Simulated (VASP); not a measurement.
# WSe2 (P6_3/mmc) in VASP: single point with PBE

Aim: the single point of WSe2 with PBE.

Everything below comes from runs of VASP 6.6.1. Logs are shortened: lines on timing, memory, paths and dates and some standing lists are left out, and cuts for length are marked.

### Step 1. The cell of the first run

It takes space group P6_3/mmc (No. 194, hexagonal). Conventional cell: a = 3.441 Å, b = 3.441 Å, c = 13.329 Å, α = 90.00°, β = 90.00°, γ = 120.00°. W (site symmetry -6m2) has 6 Se at 2.61 Å within 3.4 Å. Se (site symmetry 3m) has 3 W at 2.61 Å and 1 Se at 3.39 Å within 3.4 Å.

### Step 2. Single point, PBE (S replaced by Se, lengths x 1.048, strained)

The input, INCAR:

```
PREC = Accurate
ENCUT = 520
EDIFF = 1E-7
ISMEAR = 0
SIGMA = 0.02
LREAL = False
LASPH = True
NELM = 80
ALGO = Normal
ISIF = 2
LWAVE = False
LCHARG = False
GGA = PE
NBANDS = 35
```

The input, KPOINTS:

```
regular mesh
0
Gamma
  9 9 2
```

The input, POSCAR:

```
WSe2
1.0
    3.4407878423      0.0000000000      0.0000000000
   -1.7203939212      2.9798096805      0.0000000000
    0.0000000000      0.0000000000     13.3285383065
W Se
2 4
Direct
    0.3333333333      0.6666666667      0.2500000000
    0.6666666667      0.3333333333      0.7500000000
    0.3333333333      0.6666666667      0.6229393877
    0.6666666667      0.3333333333      0.1229393877
    0.3333333333      0.6666666667      0.8770606123
    0.6666666667      0.3333333333      0.3770606123
```

Potentials or basis: VASP PAW PBE potentials, release 64 (W_sv, Se).

Command:

```bash
$ cat potpaw_PBE.64/W_sv/POTCAR potpaw_PBE.64/Se/POTCAR > POTCAR
$ mpirun -np 1 vasp_std > vasp.out
```

OUTCAR:

```text
PREC = Accurate
   ENCUT = 520
   EDIFF = 1E-7
   ISMEAR = 0
   LREAL = False
   LASPH = True
   NELM = 80
   ISIF = 2
   GGA = PE

 ion  position               nearest neighbor table
   1  0.333  0.667  0.250-   4 2.61   6 2.61   4 2.61   6 2.61   4 2.61   6 2.61
   2  0.667  0.333  0.750-   3 2.61   5 2.61   3 2.61   5 2.61   3 2.61   5 2.61
   3  0.333  0.667  0.623-   2 2.61   2 2.61   2 2.61
   4  0.667  0.333  0.123-   1 2.61   1 2.61   1 2.61
   5  0.333  0.667  0.877-   2 2.61   2 2.61   2 2.61
   6  0.667  0.333  0.377-   1 2.61   1 2.61   1 2.61

  LATTYP: Found a hexagonal cell.
 ALAT       =     3.4407878423
 C/A-ratio  =     3.8736879219

  Lattice vectors:

 A1 = (   3.4407878423,   0.0000000000,   0.0000000000)
 A2 = (  -1.7203939212,   2.9798096805,   0.0000000000)
 A3 = (   0.0000000000,   0.0000000000,  13.3285383065)

Analysis of symmetry for initial positions (statically):
=====================================================================
 Subroutine PRICEL returns:
 Original cell was already a primitive cell.

 Routine SETGRP: Setting up the symmetry group for a
 hexagonal supercell.

 Subroutine GETGRP returns: Found 24 space group operations
 (whereof 12 operations were pure point group operations)
 out of a pool of 24 trial point group operations.

The static configuration has the point symmetry D_3d.
 The point group associated with its full space group is D_6h.

Analysis of symmetry for dynamics (positions and initial velocities):
=====================================================================
 Subroutine PRICEL returns:
 Original cell was already a primitive cell.

 Routine SETGRP: Setting up the symmetry group for a
 hexagonal supercell.

 Subroutine GETGRP returns: Found 24 space group operations
 (whereof 12 operations were pure point group operations)
 out of a pool of 24 trial point group operations.

The dynamic configuration has the point symmetry D_3d.
 The point group associated with its full space group is D_6h.

 Subroutine INISYM returns: Found 24 space group operations
 (whereof 12 operations are pure point group operations),
 and found     1 'primitive' translations

----------------------------------------------------------------------------------------

                                     Primitive cell

  volume of cell :     136.6561

  direct lattice vectors                    reciprocal lattice vectors
     3.440787842  0.000000000  0.000000000     0.290631113  0.167795951  0.000000000
    -1.720393921  2.979809680  0.000000000     0.000000000  0.335591903  0.000000000
     0.000000000  0.000000000 13.328538307     0.000000000  0.000000000  0.075026982

  length of vectors
     3.440787842  3.440787842 13.328538307     0.335591903  0.335591903  0.075026982

  position of ions in fractional coordinates (direct lattice)
     0.333333333  0.666666667  0.250000000
     0.666666667  0.333333333  0.750000000
     0.333333333  0.666666667  0.622939388
     0.666666667  0.333333333  0.122939388
     0.333333333  0.666666667  0.877060612
     0.666666667  0.333333333  0.377060612

  ion indices of the primitive-cell ions
   primitive index   ion index
                 1           1
                 2           2
                 3           3
                 4           4
                 5           5
                 6           6

----------------------------------------------------------------------------------------

 KPOINTS: regular mesh

Automatic generation of k-mesh.
 Grid dimensions read from file:
 generate k-points for:    9    9    2

 Generating k-lattice:

  Cartesian coordinates                     Fractional coordinates (reciprocal lattice)
     0.032292346  0.018643995  0.000000000     0.111111111  0.000000000  0.000000000
     0.000000000  0.037287989  0.000000000     0.000000000  0.111111111  0.000000000
     0.000000000  0.000000000  0.037513491     0.000000000  0.000000000  0.500000000

  Length of vectors
     0.037287989  0.037287989  0.037513491

  Shift w.r.t. Gamma in fractional coordinates (k-lattice)
     0.000000000  0.000000000  0.000000000

 Subroutine IBZKPT returns following result:
 ===========================================

 Found     24 irreducible k-points:

 Following reciprocal coordinates:
            Coordinates               Weight
  0.000000  0.000000  0.000000      1.000000
  0.111111  0.000000  0.000000      6.000000
  0.222222  0.000000  0.000000      6.000000
  0.333333 -0.000000  0.000000      6.000000
  0.444444  0.000000  0.000000      6.000000
  0.111111  0.111111  0.000000      6.000000
[... 16 lines left out ...]
  0.333333  0.222222  0.500000     12.000000
  0.333333  0.333333  0.500000      2.000000
   k-points           NKPTS =     24   k-points in BZ     NKDIM =     24   number of bands    NBANDS=     35
   number of dos      NEDOS =    301   number of ions     NIONS =      6
   total plane-waves  NPLWV =  78400
   dimension x,y,z NGX =    28 NGY =   28 NGZ =  100
   dimension x,y,z NGXF=    56 NGYF=   56 NGZF=  200
   ions per type =               2   4
   NGX,Y,Z   is equivalent  to a cutoff of  13.53, 13.53, 12.47 a.u.
   NGXF,Y,Z  is equivalent  to a cutoff of  27.06, 27.06, 24.95 a.u.
 SYSTEM =  unknown system
   PREC   = accura    normal or accurate (medium, high low for compatibility)
   ISTART =      0    job   : 0-new  1-cont  2-samecut
   ICHARG =      2    charge: 1-file 2-atom 10-const
   ISPIN  =      1    spin polarized calculation?
   LNONCOLLINEAR =      F non collinear calculations
   LSORBIT =      F    spin-orbit coupling
   LASPH  =      T    aspherical Exc in radial PAW
   ENCUT  =  520.0 eV  38.22 Ry    6.18 a.u.   6.40  6.40 24.78*2*pi/ulx,y,z
   NELM   =     80;   NELMIN=  2; NELMDL= -5     # of ELM steps
   EDIFF  = 0.1E-06   stopping-criterion for ELM
   LREAL  =      F    real-space projection
   EDIFFG = 0.1E-05   stopping-criterion for IOM
   NSW    =      0    number of steps for IOM
   IBRION =     -1    ionic relax: 0-MD 1-quasi-New 2-CG
   NFREE  =      0    steps in history (QN), initial steepest desc. (CG)
   ISIF   =      2    stress and relaxation
   ISYM   =      2    0-nonsym 1-usesym 2-fastsym
   POTIM  = 0.5000    time-step for ionic-motion
   TEBEG  =    0.0;   TEEND  =   0.0 temperature during run
   PSTRESS=    0.0 pullay stress
   NELECT =      52.0000    total number of electrons
   NUPDOWN=      -1.0000    fix difference up-down
   EMIN   =  10.00;   EMAX   =-10.00  energy-range for DOS
   EFERMI =   0.00;   METHOD = LEGACY
   ISMEAR =     0;   SIGMA  =   0.02  broadening in eV -4-tet -1-fermi 0-gaus
   EFERMI_NEDOS =   21; number of points for ismear=-14 and -15
   IALGO  =     38    algorithm
   IMIX   =      4    mixing-type and parameters
     AMIX     =   0.40;   BMIX     =  1.00
     AMIX_MAG =   1.60;   BMIX_MAG =  1.00
  volume/ion in A,a.u.               =      22.78       153.70
  Fermi-wavevector in a.u.,A,eV,Ry     =   1.186314  2.241808 19.148033  1.407341
  Thomas-Fermi vector in A             =   2.322489
   LORBIT       =      0    0 simple, 1 ext, 2 COOP (PROOUT), +10 PAW based schemes
   GGA     = PE    functional components
   LHFCALC =     F    Hartree Fock is set to
   AEXX    =    0.0000 exact exchange contribution
   IVDW    =     0    specifies the selected vdW correction
   LEPSILON=     F    determine dielectric tensor
   LRPA    =     F    only Hartree local field effects (RPA)
 non-spin polarized calculation
 Gauss-broadening in eV      SIGMA  =   0.02
  energy-cutoff  :      520.00
  volume of cell :      136.66
 maximum number of plane-waves:      3712
 NGX is ok and might be reduce to    28
   NGX = 13   NGY = 13   NGZ = 49

 number of electron      51.9999998 magnetization

 Free energy of the ion-electron system (eV)
  ---------------------------------------------------
  ext. energy  EPLUGINS =         0.00000000
  ---------------------------------------------------
  free energy    TOTEN  =       -42.92028944 eV

  energy without entropy =      -42.92028944  energy(sigma->0) =      -42.92028944

 E-fermi :   5.1878     XC(G=0): -10.1668

 val. band max:        5.0618041234   @ k =   0.0000   0.0000   0.0000
 cond. band min:       6.0113372799   @ k =   0.3333   0.3333   0.0000
 fundamental gap:      0.9495331565
 Fermi energy:         5.1878126126

 k-point     1 :       0.0000    0.0000    0.0000
  band No.  band energies     occupation
      1     -69.5017      2.00000
      2     -69.5017      2.00000
      3     -33.6354      2.00000
      4     -33.6354      2.00000
      5     -33.6116      2.00000
      6     -33.6116      2.00000
[... 27 lines left out ...]
     34       7.5263      0.00000
     35       8.6983      0.00000

 k-point     2 :       0.1111    0.0000    0.0000
  band No.  band energies     occupation
      1     -69.5012      2.00000
      2     -69.5012      2.00000
      3     -33.6325      2.00000
      4     -33.6325      2.00000
      5     -33.6276      2.00000
      6     -33.6276      2.00000
[... 27 lines left out ...]
     34       7.6234      0.00000
     35       9.5949      0.00000

 k-point     3 :       0.2222    0.0000    0.0000
  band No.  band energies     occupation
      1     -69.4997      2.00000
      2     -69.4997      2.00000
      3     -33.6679      2.00000
      4     -33.6679      2.00000
      5     -33.6252      2.00000
      6     -33.6252      2.00000
[... 27 lines left out ...]
     34       8.1843      0.00000
     35      10.6254      0.00000
[... 723 lines left out ...]
 k-point    23 :       0.3333    0.2222    0.5000
  band No.  band energies     occupation
      1     -69.4964      2.00000
      2     -69.4964      2.00000
      3     -33.7267      2.00000
      4     -33.7267      2.00000
      5     -33.6756      2.00000
      6     -33.6756      2.00000
[... 27 lines left out ...]
     34       8.7285      0.00000
     35      10.2430      0.00000

 k-point    24 :       0.3333    0.3333    0.5000
  band No.  band energies     occupation
      1     -69.4961      2.00000
      2     -69.4961      2.00000
      3     -33.7130      2.00000
      4     -33.7130      2.00000
      5     -33.6992      2.00000
      6     -33.6992      2.00000
[... 27 lines left out ...]
     34       8.8049      0.00000
     35      10.6830      0.00000

------------------------ aborting loop because EDIFF is reached ----------------------------------------

  FORCE on cell =-STRESS in cart. coord.  units (eV):
  Direction    XX          YY          ZZ          XY          YZ          ZX
  --------------------------------------------------------------------------------------
  -------------------------------------------------------------------------------------
  Total       -7.3595573     -7.3595573     -4.9820194      0.0000000      0.0000000      0.0000000
  in kB      -86.2846075    -86.2846075    -58.4099794      0.0000000      0.0000000      0.0000000
  external PRESSURE =     -76.9930648 kB  Pullay stress =       0.0000000 kB

 VOLUME and BASIS-vectors are now :
 -----------------------------------------------------------------------------
  energy-cutoff  :      520.00
  volume of cell :      136.66
      direct lattice vectors                 reciprocal lattice vectors
     3.440787842  0.000000000  0.000000000     0.290631113  0.167795951  0.000000000
    -1.720393921  2.979809680  0.000000000     0.000000000  0.335591903  0.000000000
     0.000000000  0.000000000 13.328538307     0.000000000  0.000000000  0.075026982

 POSITION                                       TOTAL-FORCE (eV/Angst)
 -----------------------------------------------------------------------------------
     -0.00000      1.98654      3.33213        -0.000000     -0.000000      0.000000
      1.72039      0.99327      9.99640         0.000000      0.000000      0.000000
     -0.00000      1.98654      8.30287         0.000000      0.000000      0.902566
      1.72039      0.99327      1.63860        -0.000000      0.000000      0.902566
     -0.00000      1.98654     11.68994        -0.000000      0.000000     -0.902566
      1.72039      0.99327      5.02567         0.000000      0.000000     -0.902566
 -----------------------------------------------------------------------------------
    total drift:                               -0.000000      0.000000     -0.000000

  FREE ENERGIE OF THE ION-ELECTRON SYSTEM (eV)
  ---------------------------------------------------
  free  energy   TOTEN  =       -42.9202894391 eV

  energy  without entropy=      -42.9202894391  energy(sigma->0) =      -42.92028944
```

Run time: 2.5 min. Hardware: 1 thread of Intel Xeon 6975P-C, shared host; peak memory 0.32 GiB.

What came out:

```
Free energy            : -42.9203 eV
Pressure               : -7.7 GPa
Largest force          : 0.903 eV/Å
Band gap on the k mesh : 0.95 eV, indirect (least direct gap 1.18 eV)
```

Forces in eV/Å, atoms in the order of the input:
```
W    0.000  0.000  0.000
W    0.000  0.000  0.000
Se   0.000  0.000  0.903
Se   0.000  0.000  0.903
Se   0.000  0.000 -0.903
Se   0.000  0.000 -0.903
```

Caveat: the cell differs from its parent crystal (S replaced by Se, lengths x 1.048, strained); spin-orbit coupling is left out, which moves the levels of the heavy elements; this functional lacks dispersion, which binds the layers, so the pressure and a relaxed spacing across them are unreliable. A k mesh can miss the band edges.
